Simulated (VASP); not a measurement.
# CsH (rocksalt type) (Fm-3m) in VASP: notebook

The runs below take CsH (rocksalt type) through single point, with LDA.

Program: VASP 6.6.1. These are calculated values, not measurements. Logs are shortened: lines on timing, memory, paths and dates and some standing lists are left out, and cuts for length are marked.

## 1. The cell of the first run

Symmetry: Fm-3m, No. 225, cubic system. The conventional cell has a = 5.611 Å, b = 5.611 Å, c = 5.611 Å, α = 90.00°, β = 90.00°, γ = 90.00°. Cs (site symmetry m-3m) has 6 H at 2.81 Å within 3.7 Å. H (site symmetry m-3m) has 6 Cs at 2.81 Å within 3.7 Å.

## 2. Single point, LDA (volume scaled by 0.78)

INCAR

```
PREC = Accurate
ENCUT = 520
EDIFF = 1E-7
ISMEAR = -1
SIGMA = 0.05
LREAL = F
LASPH = T
NELM = 80
ALGO = Normal
ISIF = 2
LWAVE = F
LCHARG = T
GGA = CA
LELF = T
LVHAR = T
NBANDS = 12
```

KPOINTS

```
Automatic mesh
0
Gamma
  12 12 12
```

POSCAR

```
CsH
1.0
    0.0000000000      2.8056794029      2.8056794029
    2.8056794029      0.0000000000      2.8056794029
    2.8056794029      2.8056794029      0.0000000000
Cs H
1 1
Direct
    0.0000000000      0.0000000000      0.0000000000
    0.5000000000      0.5000000000      0.5000000000
```

Potentials or basis: VASP PAW LDA potentials, release 64 (Cs_sv, H).

Command:

```bash
> cat potpaw_LDA.64/Cs_sv/POTCAR potpaw_LDA.64/H/POTCAR > POTCAR
> mpirun -np 1 vasp_std > vasp.out
```

OUTCAR:

```text
PREC = Accurate
   ENCUT = 520
   EDIFF = 1E-7
   ISMEAR = -1
   LREAL = F
   LASPH = T
   NELM = 80
   ISIF = 2
   GGA = CA

 ion  position               nearest neighbor table
   1  0.000  0.000  0.000-
   2  0.500  0.500  0.500-

  LATTYP: Found a face centered cubic cell.
 ALAT       =     5.6113588058

  Lattice vectors:

 A1 = (   0.0000000000,   2.8056794029,   2.8056794029)
 A2 = (   2.8056794029,   0.0000000000,   2.8056794029)
 A3 = (   2.8056794029,   2.8056794029,   0.0000000000)

Analysis of symmetry for initial positions (statically):
=====================================================================
 Subroutine PRICEL returns:
 Original cell was already a primitive cell.

 Routine SETGRP: Setting up the symmetry group for a
 face centered cubic supercell.

 Subroutine GETGRP returns: Found 48 space group operations
 (whereof 48 operations were pure point group operations)
 out of a pool of 48 trial point group operations.

The static configuration has the point symmetry O_h .

Analysis of symmetry for dynamics (positions and initial velocities):
=====================================================================
 Subroutine PRICEL returns:
 Original cell was already a primitive cell.

 Routine SETGRP: Setting up the symmetry group for a
 face centered cubic supercell.

 Subroutine GETGRP returns: Found 48 space group operations
 (whereof 48 operations were pure point group operations)
 out of a pool of 48 trial point group operations.

The dynamic configuration has the point symmetry O_h .

 Subroutine INISYM returns: Found 48 space group operations
 (whereof 48 operations are pure point group operations),
 and found     1 'primitive' translations

----------------------------------------------------------------------------------------

                                     Primitive cell

  volume of cell :      44.1717

  direct lattice vectors                    reciprocal lattice vectors
     0.000000000  2.805679403  2.805679403    -0.178209955  0.178209955  0.178209955
     2.805679403  0.000000000  2.805679403     0.178209955 -0.178209955  0.178209955
     2.805679403  2.805679403  0.000000000     0.178209955  0.178209955 -0.178209955

  length of vectors
     3.967829863  3.967829863  3.967829863     0.308668696  0.308668696  0.308668696

  position of ions in fractional coordinates (direct lattice)
     0.000000000  0.000000000  0.000000000
     0.500000000  0.500000000  0.500000000

  ion indices of the primitive-cell ions
   primitive index   ion index
                 1           1
                 2           2

----------------------------------------------------------------------------------------

 KPOINTS: Automatic mesh

Automatic generation of k-mesh.
 Grid dimensions read from file:
 generate k-points for:   12   12   12

 Generating k-lattice:

  Cartesian coordinates                     Fractional coordinates (reciprocal lattice)
    -0.014850830  0.014850830  0.014850830     0.083333333  0.000000000  0.000000000
     0.014850830 -0.014850830  0.014850830     0.000000000  0.083333333  0.000000000
     0.014850830  0.014850830 -0.014850830     0.000000000  0.000000000  0.083333333

  Length of vectors
     0.025722391  0.025722391  0.025722391

  Shift w.r.t. Gamma in fractional coordinates (k-lattice)
     0.000000000  0.000000000  0.000000000

 Subroutine IBZKPT returns following result:
 ===========================================

 Found     72 irreducible k-points:

 Following reciprocal coordinates:
            Coordinates               Weight
  0.000000  0.000000  0.000000      1.000000
  0.083333  0.000000  0.000000      8.000000
  0.166667  0.000000  0.000000      8.000000
  0.250000  0.000000  0.000000      8.000000
  0.333333  0.000000  0.000000      8.000000
  0.416667  0.000000  0.000000      8.000000
[... 16 lines left out ...]
  0.500000  0.166667  0.000000     24.000000
 -0.416667  0.166667  0.000000     24.000000
 [... further k-points ...]
   k-points           NKPTS =     72   k-points in BZ     NKDIM =     72   number of bands    NBANDS=     12
   number of dos      NEDOS =    301   number of ions     NIONS =      2
   total plane-waves  NPLWV =  27000
   dimension x,y,z NGX =    30 NGY =   30 NGZ =   30
   dimension x,y,z NGXF=    60 NGYF=   60 NGZF=   60
   ions per type =               1   1
   NGX,Y,Z   is equivalent  to a cutoff of  12.57, 12.57, 12.57 a.u.
   NGXF,Y,Z  is equivalent  to a cutoff of  25.14, 25.14, 25.14 a.u.
 SYSTEM =  unknown system
   PREC   = accura    normal or accurate (medium, high low for compatibility)
   ISTART =      0    job   : 0-new  1-cont  2-samecut
   ICHARG =      2    charge: 1-file 2-atom 10-const
   ISPIN  =      1    spin polarized calculation?
   LNONCOLLINEAR =      F non collinear calculations
   LSORBIT =      F    spin-orbit coupling
   LASPH  =      T    aspherical Exc in radial PAW
   ENCUT  =  520.0 eV  38.22 Ry    6.18 a.u.   7.38  7.38  7.38*2*pi/ulx,y,z
   NELM   =     80;   NELMIN=  2; NELMDL= -5     # of ELM steps
   EDIFF  = 0.1E-06   stopping-criterion for ELM
   LREAL  =      F    real-space projection
   EDIFFG = 0.1E-05   stopping-criterion for IOM
   NSW    =      0    number of steps for IOM
   IBRION =     -1    ionic relax: 0-MD 1-quasi-New 2-CG
   NFREE  =      0    steps in history (QN), initial steepest desc. (CG)
   ISIF   =      2    stress and relaxation
   ISYM   =      2    0-nonsym 1-usesym 2-fastsym
   POTIM  = 0.5000    time-step for ionic-motion
   TEBEG  =    0.0;   TEEND  =   0.0 temperature during run
   PSTRESS=    0.0 pullay stress
   NELECT =      10.0000    total number of electrons
   NUPDOWN=      -1.0000    fix difference up-down
   EMIN   =  10.00;   EMAX   =-10.00  energy-range for DOS
   EFERMI =   0.00;   METHOD = LEGACY
   ISMEAR =    -1;   SIGMA  =   0.05  broadening in eV -4-tet -1-fermi 0-gaus
   EFERMI_NEDOS =   21; number of points for ismear=-14 and -15
   IALGO  =     38    algorithm
   IMIX   =      4    mixing-type and parameters
     AMIX     =   0.40;   BMIX     =  1.00
     AMIX_MAG =   1.60;   BMIX_MAG =  1.00
  volume/ion in A,a.u.               =      22.09       149.04
  Fermi-wavevector in a.u.,A,eV,Ry     =   0.997762  1.885496 13.544984  0.995528
  Thomas-Fermi vector in A             =   2.129940
   LORBIT       =      0    0 simple, 1 ext, 2 COOP (PROOUT), +10 PAW based schemes
   GGA     = CA    functional components
   LHFCALC =     F    Hartree Fock is set to
   AEXX    =    0.0000 exact exchange contribution
   IVDW    =     0    specifies the selected vdW correction
   LEPSILON=     F    determine dielectric tensor
   LRPA    =     F    only Hartree local field effects (RPA)
 non-spin polarized calculation
  energy-cutoff  :      520.00
  volume of cell :       44.17
 maximum number of plane-waves:      1243
 NGX is ok and might be reduce to    30
   NGX = 15   NGY = 15   NGZ = 15

 number of electron      10.0000000 magnetization

 number of electron       9.9999999 magnetization

 Free energy of the ion-electron system (eV)
  ---------------------------------------------------
  ext. energy  EPLUGINS =         0.00000000
  ---------------------------------------------------
  free energy    TOTEN  =        -4.75776208 eV

  energy without entropy =       -4.75776202  energy(sigma->0) =       -4.75776205

 E-fermi :   3.0711     XC(G=0):  -9.0124

 val. band max:        2.4872316325   @ k =   0.5000   0.0000   0.0000
 cond. band min:       3.6540026233   @ k =   0.5000   0.0000   0.0000
 fundamental gap:      1.1667709908
 Fermi energy:         3.0711411188

 k-point     1 :       0.0000    0.0000    0.0000
  band No.  band energies     occupation
      1     -19.6586      2.00000
      2      -5.3837      2.00000
      3      -5.3837      2.00000
      4      -5.3837      2.00000
      5      -0.2860      2.00000
      6       7.1402      0.00000
      7       7.1402      0.00000
      8       7.1402      0.00000
      9       9.4930      0.00000
     10       9.8182      0.00000
     11       9.8182      0.00000
     12      11.0113      0.00000

 k-point     2 :       0.0833    0.0000    0.0000
  band No.  band energies     occupation
      1     -19.6371      2.00000
      2      -5.6005      2.00000
      3      -5.4015      2.00000
      4      -5.4015      2.00000
      5      -0.0550      2.00000
      6       6.8554      0.00000
      7       7.2339      0.00000
      8       7.2339      0.00000
      9       9.1664      0.00000
     10       9.5079      0.00000
     11       9.5079      0.00000
     12      11.5161      0.00000

 k-point     3 :       0.1667    0.0000    0.0000
  band No.  band energies     occupation
      1     -19.5773      2.00000
      2      -6.1205      2.00000
      3      -5.4493      2.00000
      4      -5.4493      2.00000
      5       0.5002      2.00000
      6       6.1864      0.00000
      7       7.3805      0.00000
      8       7.3805      0.00000
      9       8.7873      0.00000
     10       9.1294      0.00000
     11       9.1294      0.00000
     12      12.7371      0.00000
[... 286 lines left out ...]
 k-point    23 :       0.5000    0.1667    0.0000
  band No.  band energies     occupation
      1     -19.2904      2.00000
      2      -7.4867      2.00000
      3      -6.0133      2.00000
      4      -5.7694      2.00000
      5       1.6467      2.00000
      6       4.5463      0.00000
      7       6.8433      0.00000
      8       7.3141      0.00000
      9       9.7366      0.00000
     10      12.0435      0.00000
     11      12.5317      0.00000
     12      13.8296      0.00000

 k-point    24 :      -0.4167    0.1667    0.0000
  band No.  band energies     occupation
      1     -19.2841      2.00000
      2      -7.5121      2.00000
      3      -6.0906      2.00000
      4      -5.7189      2.00000
      5       1.7978      2.00000
      6       4.4348      0.00000
      7       6.8766      0.00000
      8       7.1616      0.00000
      9      10.4364      0.00000
     10      11.0632      0.00000
     11      12.3595      0.00000
     12      14.1735      0.00000

 [... further k-points ...]

------------------------ aborting loop because EDIFF is reached ----------------------------------------

  FORCE on cell =-STRESS in cart. coord.  units (eV):
  Direction    XX          YY          ZZ          XY          YZ          ZX
  --------------------------------------------------------------------------------------
  -------------------------------------------------------------------------------------
  Total        1.3697461      1.3697461      1.3697461     -0.0000000     -0.0000000      0.0000000
  in kB       49.6828531     49.6828531     49.6828531     -0.0000000     -0.0000000      0.0000000
  external PRESSURE =      49.6828531 kB  Pullay stress =       0.0000000 kB

 VOLUME and BASIS-vectors are now :
 -----------------------------------------------------------------------------
  energy-cutoff  :      520.00
  volume of cell :       44.17
      direct lattice vectors                 reciprocal lattice vectors
     0.000000000  2.805679403  2.805679403    -0.178209955  0.178209955  0.178209955
     2.805679403  0.000000000  2.805679403     0.178209955 -0.178209955  0.178209955
     2.805679403  2.805679403  0.000000000     0.178209955  0.178209955 -0.178209955

 POSITION                                       TOTAL-FORCE (eV/Angst)
 -----------------------------------------------------------------------------------
      0.00000      0.00000      0.00000         0.000000      0.000000      0.000000
      2.80568      2.80568      2.80568        -0.000000      0.000000     -0.000000
 -----------------------------------------------------------------------------------
    total drift:                               -0.000000      0.000000      0.000000

  FREE ENERGIE OF THE ION-ELECTRON SYSTEM (eV)
  ---------------------------------------------------
  free  energy   TOTEN  =        -4.7577620762 eV

  energy  without entropy=       -4.7577620216  energy(sigma->0) =       -4.75776205
```

Wall time 19 s (1 thread of AMD EPYC 9R45 (Zen 5), shared host); peak memory 0.14 GiB.

What came out:

- Free energy: -4.7578 eV
- Pressure: 5.0 GPa
- Band gap on the k mesh: 1.17 eV, direct

Levels at points of the mesh, in eV from the valence-band top:
```
           k point  band 1  band 2  band 3  band 4  band 5  band 6  band 7  band 8  band 9  band 10
(0.00, 0.00, 0.00)  -22.15   -7.87   -7.87   -7.87   -2.77    4.65    4.65    4.65    7.01     7.33
(0.50, 0.00, 0.00)  -21.80  -10.21   -8.12   -8.12    0.00    1.17    4.06    4.06    8.16     9.45
(0.50, 0.50, 0.00)  -21.70   -9.83   -8.63   -8.63   -2.74    1.64    7.10    9.60    9.65     9.65
```

Caveat: spin-orbit coupling is left out, which moves the levels of the heavy elements.

## 3. Single point, LDA (volume scaled by 0.88)

Edit INCAR of step 2 so:

```diff
@@ -2,3 +2,3 @@
 ENCUT = 520
-EDIFF = 1E-7
+EDIFF = 1E-6
 ISMEAR = -1
@@ -7,3 +7,3 @@
 LASPH = T
-NELM = 80
+NELM = 60
 ALGO = Normal
```

KPOINTS is that of step 2.

POSCAR

```
CsH
1.0
    0.0000000000      2.9207926949      2.9207926949
    2.9207926949      0.0000000000      2.9207926949
    2.9207926949      2.9207926949      0.0000000000
Cs H
1 1
Direct
    0.0000000000      0.0000000000      0.0000000000
    0.5000000000      0.5000000000      0.5000000000
```

Potentials or basis: VASP PAW LDA potentials, release 64 (Cs_sv, H).

Command:

```bash
> cat potpaw_LDA.64/Cs_sv/POTCAR potpaw_LDA.64/H/POTCAR > POTCAR
> mpirun -np 1 vasp_std > vasp.out
```

It took 20 s on 1 thread of AMD EPYC 9R45 (Zen 5), shared host; peak memory 0.14 GiB.

It converged, with:

```
Free energy            : -4.8799 eV
Pressure               : 2.1 GPa
Band gap on the k mesh : 1.46 eV, direct
```

Levels at points of the mesh, in eV from the valence-band top:
| k point | band 2 | band 3 | band 4 | band 5 | band 6 | band 7 | band 8 | band 9 |
| --- | --- | --- | --- | --- | --- | --- | --- | --- |
| (0.00, 0.00, 0.00) | -7.85 | -7.85 | -7.85 | -2.49 | 4.81 | 4.81 | 4.81 | 6.57 |
| (0.50, 0.00, 0.00) | -9.60 | -8.04 | -8.04 | 0.00 | 1.46 | 4.28 | 4.28 | 7.78 |
| (0.50, 0.50, 0.00) | -9.32 | -8.41 | -8.41 | -2.17 | 2.11 | 6.44 | 9.12 | 9.12 |

Caveat: spin-orbit coupling is left out, which moves the levels of the heavy elements. A k mesh can miss the band edges.

## 4. Single point, LDA (volume scaled by 0.58)

INCAR

```
SYSTEM = CsH
PREC = Accurate
ENCUT = 910
EDIFF = 1E-6
ISMEAR = -1
SIGMA = 0.05
LREAL = .FALSE.
LASPH = .TRUE.
NELM = 120
ALGO = Normal
ISIF = 2
LWAVE = .FALSE.
LCHARG = .FALSE.
NBANDS = 12
GGA_COMPAT = .FALSE.
```

KPOINTS

```
regular mesh
0
G
  12 12 12
  0 0 0
```

POSCAR

```
CsH
1.0
    0.0000000000      2.5418456448      2.5418456448
    2.5418456448      0.0000000000      2.5418456448
    2.5418456448      2.5418456448      0.0000000000
Cs H
1 1
Direct
    0.0000000000      0.0000000000      0.0000000000
    0.5000000000      0.5000000000      0.5000000000
```

Potentials or basis: VASP PAW LDA potentials, release 64 (Cs_sv, H_h).

Command:

```bash
> cat potpaw_LDA.64/Cs_sv/POTCAR potpaw_LDA.64/H_h/POTCAR > POTCAR
> mpirun -np 1 vasp_std > vasp.out
```

Wall time 55 s (1 thread of AMD EPYC 7R43 (Zen 3), shared host); peak memory 0.18 GiB.

It converged, with:

```
Free energy            : -4.0019 eV
Pressure               : 19.1 GPa
Band gap on the k mesh : 0.21 eV, indirect (least direct gap 0.41 eV)
```

Levels at points of the mesh, in eV from the valence-band top:
| k point | band 2 | band 3 | band 4 | band 5 | band 6 | band 7 | band 8 | band 9 |
| --- | --- | --- | --- | --- | --- | --- | --- | --- |
| (0.00, 0.00, 0.00) | -7.88 | -7.88 | -7.88 | -3.22 | 4.16 | 4.16 | 4.16 | 7.75 |
| (0.50, 0.00, 0.00) | -12.26 | -8.36 | -8.36 | 0.00 | 0.41 | 3.39 | 3.39 | 9.33 |
| (0.50, 0.50, 0.00) | -11.56 | -9.35 | -9.35 | -4.43 | 0.21 | 9.40 | 10.88 | 11.25 |

Caveat: spin-orbit coupling is left out, which moves the levels of the heavy elements. A k mesh can miss the band edges.

## 5. Single point, LDA (volume scaled by 0.43)

INCAR

```
PREC = Accurate ; ENCUT = 910
EDIFF = 1E-6 ; ISMEAR = -1
SIGMA = 0.05 ; LREAL = False
LASPH = True ; NELM = 120
ALGO = Normal ; ISIF = 2
LWAVE = False ; LCHARG = True
LELF = True ; LVHAR = True
NBANDS = 12 ; GGA_COMPAT = False
```

KPOINTS

```
Automatic mesh
0
Gamma
  12 12 12
```

POSCAR

```
CsH
1.0
    0.0000000000      2.3005375600      2.3005375600
    2.3005375600      0.0000000000      2.3005375600
    2.3005375600      2.3005375600      0.0000000000
Cs H
1 1
Direct
    0.0000000000      0.0000000000      0.0000000000
    0.5000000000      0.5000000000      0.5000000000
```

Command:

```bash
> cat potpaw_LDA.64/Cs_sv/POTCAR potpaw_LDA.64/H_h/POTCAR > POTCAR
> mpirun -np 1 vasp_std > vasp.out
```

Run time: 16 s. Hardware: 1 thread of Intel Xeon Platinum 8488C (Sapphire Rapids), shared host; peak memory 0.19 GiB.

The run converged. Its results:

```yaml
Free_energy: -2.2118 eV
Pressure: 55.7 GPa
Band_gap_on_the_k_mesh: zero (band 5 reaches 8.26 eV, above the bottom of band 6 at 6.93 eV)
```

Levels at points of the mesh, in eV from the Fermi level:
```csv
k point,band 2,band 3,band 4,band 5,band 6,band 7,band 8,band 9
"(0.00, 0.00, 0.00)",-6.68,-6.68,-6.68,-2.19,4.52,4.52,4.52,8.56
"(0.50, 0.00, 0.00)",-14.25,-7.56,-7.56,0.69,0.74,3.48,3.48,12.08
"(0.50, 0.50, 0.00)",-13.09,-9.39,-9.39,-5.69,-0.64,13.60,13.88,14.43
```

Caveat: spin-orbit coupling is left out, which moves the levels of the heavy elements.

## 6. The runs side by side

```tsv
potentials or basis	cell	cutoff (eV)	second run	gap on the mesh (eV)	pressure (GPa)
VASP PAW LDA potentials, release 64 (Cs_sv, H)	a = 3.968 Å, angles 60.0°, 2 atoms	520	-	1.17	5.0
VASP PAW LDA potentials, release 64 (Cs_sv, H)	a = 4.131 Å, angles 60.0°, 2 atoms	520	-	1.46	2.1
VASP PAW LDA potentials, release 64 (Cs_sv, H_h)	a = 3.595 Å, angles 60.0°, 2 atoms	910	hard_potentials	0.21	19.1
VASP PAW LDA potentials, release 64 (Cs_sv, H_h)	a = 3.253 Å, angles 60.0°, 2 atoms	910	hard_potentials	none	55.7
```

Alike in all rows: task single point; level LDA; no spin polarisation; k mesh 12 × 12 × 12; smearing fermi-dirac 0.05 eV.

Caveats: spin-orbit coupling is left out, which moves the levels of the heavy elements.

Total energies depend on the potentials used, so only differences within one code and one set of settings carry meaning.
